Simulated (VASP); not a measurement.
Wanted: the native input for a VASP 6.6.1 run.

- Task: single point
- Functional: PBE
- Potentials or basis: VASP PAW PBE potentials, release 64 (Al)
- Cutoff: 520 eV
- k mesh: 22 × 22 × 22
- Occupations: gaussian, width 0.15 eV
- Spin: no spin polarisation
- Dipole correction: no
- Further INCAR settings: ALGO = Normal; EDIFF = 1e-06; NBANDS = 8

The structure of Al lies in POSCAR:

```
Al
1.0
   -1.4509674928      1.4509674928      1.9564845673
    1.4509674928     -1.4509674928      1.9564845673
    1.4509674928      1.4509674928     -1.9564845673
Al
1
Direct
    0.0000000000      0.0000000000      0.0000000000
```

This cell differs from its parent crystal: volume 16.476 Å^3 an atom, c/a of the conventional cell 1.3484.

The input as run:

INCAR

```
  PREC = Accurate
  ENCUT = 520
  EDIFF = 1E-6
  ISMEAR = 0
  SIGMA = 0.15
  LREAL = False
  LASPH = True
  NELM = 80
  ALGO = Normal
  ISIF = 2
  LWAVE = False
  LCHARG = False
  GGA = PE
  NBANDS = 8
```

KPOINTS

```
regular mesh
0
Gamma
  22 22 22
```

Potentials or basis: VASP PAW PBE potentials, release 64 (Al).

The run is started by

```bash
$ cat potpaw_PBE.64/Al/POTCAR > POTCAR
$ mpirun -np 1 vasp_std > vasp.out
```

It gave:

```json
{
  "Pressure": "0.2 GPa"
}
```

Wall time 38 s on 1 thread of Intel(R) Xeon(R) Platinum 8488C (Sapphire Rapids) (shared host), peak memory 0.2 GiB.
